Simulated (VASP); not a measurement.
Here is a VASP 6.6.1 calculation.

File INCAR:

```
PREC     = Accurate       # precision mode
ENCUT    = 520            # plane-wave cutoff, eV
EDIFF    = 1E-8           # SCF threshold, eV
ISMEAR   = -1             # smearing method
SIGMA    = 0.05           # smearing width, eV
LREAL    = False          # projectors in reciprocal space
LASPH    = True           # aspherical terms in the spheres
NELM     = 100            # most SCF steps
ALGO     = Normal         # electronic algorithm
ISIF     = 2              # what is computed and relaxed
LWAVE    = False          # write WAVECAR
LCHARG   = False          # write CHGCAR
GGA      = PS             # functional
LEFG     = True         
NBANDS   = 12             # bands
```

Contents of KPOINTS:

```
Automatic mesh
0
Gamma
  9 9 9
```

The input POSCAR:

```
Sb
1.0
    2.1361663378      1.2333162102      3.7188717261
   -2.1361663378      1.2333162102      3.7188717261
    0.0000000000     -2.4666324202      3.7188717261
Sb
2
Direct
    0.2336400000      0.2336400000      0.2336400000
    0.7663600000      0.7663600000      0.7663600000
```

Potentials or basis: VASP PAW PBE potentials, release 64 (Sb).

Run with:

```bash
$ cat potpaw_PBE.64/Sb/POTCAR > POTCAR
$ mpirun -np 1 vasp_std > vasp.out
```

Q: What does it give for the pressure?

A: 1.9 GPa.

Q: Predict the largest force.

A: 0.314 eV/Å.

Electric field gradients, principal values (V/Å²):
```tsv
atom	least	middle	greatest (by size)
1 Sb	21.646	21.646	-43.293
2 Sb	21.646	21.646	-43.293
```

Caveat: without QUAD_EFG the Cq values of the log hold for a quadrupole moment of 1 mb, not for the nuclei; the PAW data sets were made with another functional, which shifts forces and pressure a little.
